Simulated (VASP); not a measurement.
CdF2, 3 atoms in the cell. It takes space group Fm-3m (No. 225, cubic). Conventional cell: a = 5.388 Å, b = 5.388 Å, c = 5.388 Å, α = 90.00°, β = 90.00°, γ = 90.00°. Within 3.1 Å of Cd (site symmetry m-3m) lie 8 F at 2.33 Å. Within 3.1 Å of F (site symmetry -43m) lie 4 Cd at 2.33 Å and 6 F at 2.69 Å. 

| Property | Result |
| --- | --- |
| Program | VASP 6.6.1 |
| Task | relaxation of cell and atoms |
| Functional | revPBE |
| Potentials or basis | VASP PAW PBE potentials, release 64 (Cd, F) |
| Cutoff | 600 eV |
| k mesh | 9 × 9 × 9 |
| Occupations | fermi-dirac, width 0.05 eV |
| Spin | no spin polarisation |
| Dipole correction | no |
| Further INCAR settings | ALGO = Normal; EDIFF = 1e-06; IBRION = 2; EDIFFG = -0.01; NSW = 60; ISIF = 3 |

Potentials or basis: VASP PAW PBE potentials, release 64 (Cd, F).

Run with:

```sh
$ cat potpaw_PBE.64/Cd/POTCAR potpaw_PBE.64/F/POTCAR > POTCAR
$ mpirun -np 1 vasp_std > vasp.out
```

Hardware: 1 thread of Intel(R) Xeon(R) 6975P-C (Granite Rapids), on a shared host.

Question: Estimate the wall time of this run.

Answer: Wall time 30 s on 1 thread of Intel(R) Xeon(R) 6975P-C (Granite Rapids) (shared host), peak memory 0.19 GiB. Counts: scf iterations 32, k points 35, ion steps 3.
